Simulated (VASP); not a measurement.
Crystal: Al3BAs2.

```
Al B As
1.0
     4.37627    0.00000    0.00000
    -2.18813    3.78996    0.00000
     0.00000    0.00000    7.02204
Al B As
3 1 2
Direct
  0.33333 0.66667 0.64600
  0.66667 0.33333 0.35400
  0.00000 0.00000 0.50000
  0.00000 0.00000 0.00000
  0.33333 0.66667 0.25575
  0.66667 0.33333 0.74425
```

The cell was generated, and may not be a known phase.

* Program: VASP 6.6.1
* Task: relaxation of cell and atoms
* Functional: PBE
* Potentials or basis: VASP PAW PBE potentials, release 64 (Al, B, As)
* Cutoff: 600 eV
* k mesh: 6 × 6 × 4
* Occupations: gaussian, width 0.1 eV
* Spin: no spin polarisation

At the start: pressure 0.5 GPa; volume 19.41 Å³/atom.

Task: How do energy, volume and symmetry change on relaxing?

Result: Over 42 steps the energy falls by 292.1 meV/atom and the volume is 16.28 Å³/atom (-16.1 %); space group P-3m1 (No. 164, to 0.1 Å) before and after.

Step by step:
```tsv
step	energy change (eV)	largest force (eV/Å)	pressure (GPa)	volume (Å³)
1	0.0000	0.4979	0.55	116.47
3	-0.3418	0.4135	-4.78	119.91
5	-0.3692	0.5752	-7.44	121.55
7	-0.4361	0.5529	-5.91	119.52
9	-0.9209	1.1160	-4.44	108.45
11	-0.9207	1.6036	-2.96	106.42
13	-1.1074	0.5381	3.99	97.66
15	-1.2684	1.0280	1.33	99.58
17	-1.3754	0.4599	-1.58	101.92
19	-1.3976	0.4363	-1.34	101.36
21	-1.4682	0.5033	3.39	94.54
23	-1.4974	0.4645	2.13	95.97
25	-1.6580	0.3262	0.69	97.10
27	-1.7129	0.3565	-0.74	98.26
29	-1.7437	0.0079	0.30	96.96
31	-1.7451	0.0356	-0.26	97.68
33	-1.7481	0.0938	-0.03	97.60
35	-1.7483	0.1041	0.03	97.58
37	-1.7493	0.0715	0.07	97.67
39	-1.7501	0.0610	-0.03	97.82
41	-1.7520	0.0442	-0.18	97.97
42	-1.7526	0.0268	0.07	97.68
```

Final structure:
```yaml
crystal:
  lattice:
    - [4.71233, 0.00000, 0.00000]
    - [-2.35616, 4.08099, 0.00000]
    - [0.00000, 0.00000, 5.07931]
  atoms:
    - { symbol: Al, position: [0.33333, 0.66667, 0.78188] }
    - { symbol: Al, position: [0.66667, 0.33333, 0.21812] }
    - { symbol: Al, position: [0.00000, 0.00000, 0.50000] }
    - { symbol: B, position: [0.00000, 0.00000, 0.00000] }
    - { symbol: As, position: [0.33333, 0.66667, 0.27005] }
    - { symbol: As, position: [0.66667, 0.33333, 0.72995] }
```

Caveat: the volume moved by over 15 % at a fixed basis, so the end points are rough; the highest band is partly filled, so the run has too few bands.
